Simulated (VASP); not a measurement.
NaH (rocksalt type): single point with PBE

Crystal: NaH (rocksalt type).

```
Na H
1.0
     0.00000    2.43155    2.43155
     2.43155    0.00000    2.43155
     2.43155    2.43155    0.00000
Na H
1 1
Direct
  0.00000 0.00000 0.00000
  0.50000 0.50000 0.50000
```

This cell differs from its parent crystal: volume scaled by 1.02.

| Property | Result |
| --- | --- |
| Program | VASP 6.6.1 |
| Task | single point |
| Functional | PBE |
| Potentials or basis | VASP PAW PBE potentials, release 64 (Na_pv, H) |
| Cutoff | 520 eV |
| k mesh | 12 × 12 × 12 |
| Occupations | fermi-dirac, width 0.08 eV |
| Spin | no spin polarisation |

| Property | Result |
| --- | --- |
| Pressure | -0.5 GPa |
| Band gap on the k mesh | 3.73 eV, indirect (least direct gap 4.58 eV) |

Levels at points of the mesh, in eV from the valence-band top:
| k point | band 2 | band 3 | band 4 | band 5 | band 6 | band 7 |
| --- | --- | --- | --- | --- | --- | --- |
| (0.00, 0.00, 0.00) | -22.14 | -22.14 | -3.56 | 10.25 | 15.46 | 15.46 |
| (0.50, 0.00, 0.00) | -22.15 | -22.15 | -0.85 | 3.73 | 10.65 | 13.27 |
| (0.50, 0.50, 0.00) | -22.17 | -22.17 | -0.17 | 4.60 | 9.96 | 10.56 |

Run time: 10 s on 1 thread of Intel(R) Xeon(R) 6975P-C (Granite Rapids), with other jobs on the host, peak memory 0.16 GiB.

 A k mesh can miss the band edges.
